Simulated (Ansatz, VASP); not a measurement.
# Two plane-wave programs on Li

```
CELL_PARAMETERS angstrom
-1.75000 1.75000 1.75000
1.75000 -1.75000 1.75000
1.75000 1.75000 -1.75000
ATOMIC_POSITIONS crystal
Li 0.00000 0.00000 0.00000
```

Alike in both runs: task relaxation of cell and atoms; functional PBEsol; k mesh 16 × 16 × 16; occupations gaussian, width 0.1 eV; no spin polarisation.

|  | VASP | Ansatz |
| --- | --- | --- |
| version | VASP 6.6.1 | Ansatz 0.2.0 |
| potentials or method | VASP PAW PBE potentials, release 64 (Li_sv), cutoff 600 eV | scalar-relativistic, plane waves, PAW |
| valence electrons in the cell | 3 | 3 |

Ansatz gave:

```
gap on the k mesh at the Fermi level, each at its own relaxed structure (eV) : none
relaxed volume (Å³/atom)                                                     : 20.20
relaxed length of the cell vector where the two differ most in proportion (Å)              : 2.972
```

Q: Estimate VASP's values.

A: gap on the k mesh at the Fermi level, each at its own relaxed structure (eV): none; relaxed volume (Å³/atom): 20.00; relaxed length of the cell vector where the two differ most in proportion (Å): 2.962.

VASP's potentials were made for PBE, not for PBEsol. A gap of «none» marks a metal or a gap that the smearing closes.

Noted on VASP's run: the cutoff is under 1.25 times that of the potentials, so the pressure is a little rough.
